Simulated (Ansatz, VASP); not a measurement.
One calculation of CaO, two programs

File INCAR:

```
SYSTEM = CaO
PREC     = Accurate       ! precision mode
ENCUT    = 520            ! plane-wave cutoff, eV
EDIFF    = 1E-6           ! SCF threshold, eV
ISMEAR   = 0              ! smearing method
SIGMA    = 0.05           ! smearing width, eV
LREAL    = .FALSE.        ! projectors in reciprocal space
LASPH    = .TRUE.         ! aspherical terms in the spheres
NELM     = 80             ! most SCF steps
ALGO     = Normal         ! electronic algorithm
ISIF     = 2              ! what is computed and relaxed
LWAVE    = .FALSE.        ! write WAVECAR
LCHARG   = .TRUE.         ! write CHGCAR
GGA      = PE             ! functional
LELF     = .TRUE.         ! ELF
LVHAR    = .TRUE.       
NBANDS   = 24             ! bands
```

File KPOINTS:

```
Automatic mesh
0
G
  9 9 6
  0 0 0
```

Contents of POSCAR:

```
CaO
1.0
    4.1782766248      0.0000000000      0.0000000000
   -2.0891383124      3.3639315334      0.0000000000
    0.0000000000      0.0000000000      4.7438152858
Ca O
2 2
Direct
    0.3333333333      0.6666666667      0.7500000000
    0.6666666667      0.3333333333      0.2500000000
    0.3333333333      0.6666666667      0.2500000000
    0.6666666667      0.3333333333      0.7500000000
```

Input for Ansatz:

```yaml
crystal:
  lattice:
    - [4.1782766248, 0.0, 0.0]
    - [-2.0891383124, 3.3639315334, 0.0]
    - [0.0, 0.0, 4.7438152858]
  atoms:
    - { symbol: Ca, position: [0.3333333333, 0.6666666667, 0.75] }
    - { symbol: Ca, position: [0.6666666667, 0.3333333333, 0.25] }
    - { symbol: O, position: [0.3333333333, 0.6666666667, 0.25] }
    - { symbol: O, position: [0.6666666667, 0.3333333333, 0.75] }
basis:
  ecutwfc: 520.0
kpoints:
  mp_grid: { grid: [9, 9, 6] }
hamiltonian:
  xc: pbe
scf:
  occupations: { method: gaussian, width: 0.05 }
output:
  forces: true
  stress: true
  eigenvalues: true
```

Change from the starting cell: strain +e along x and -e along y +0.0367, strain +e along z and -e/2 along x and y -0.0133.

Alike in both runs: task single point; functional PBE; k mesh 9 × 9 × 6; occupations gaussian, width 0.05 eV; no spin polarisation.

|  | VASP | Ansatz |
| --- | --- | --- |
| version | VASP 6.6.1 | Ansatz 0.2.0 |
| potentials or method | VASP PAW PBE potentials, release 64 (Ca_sv, O), cutoff 520 eV | scalar-relativistic, plane waves, PAW |
| valence electrons in the cell | 32 | 32 |

VASP gave:

| Property | Result |
| --- | --- |
| gap on the k mesh at the Fermi level (eV) | 3.08 |
| least direct gap on the mesh (eV) | 3.08 |
| pressure (GPa) | 1.0 |
| traceless stress, the component that is largest in VASP (GPa) | -3.71 |
| rms of the force components (eV/Å) | 0.245 |

Task: Estimate Ansatz's values.

Result: gap on the k mesh at the Fermi level (eV): 3.10; least direct gap on the mesh (eV): 3.10; pressure (GPa): 0.5; traceless stress, the component that is largest in VASP (GPa): -3.59; rms of the force components (eV/Å): 0.233.

Atom by atom the forces differ by 0.012 eV/Å (rms over components).
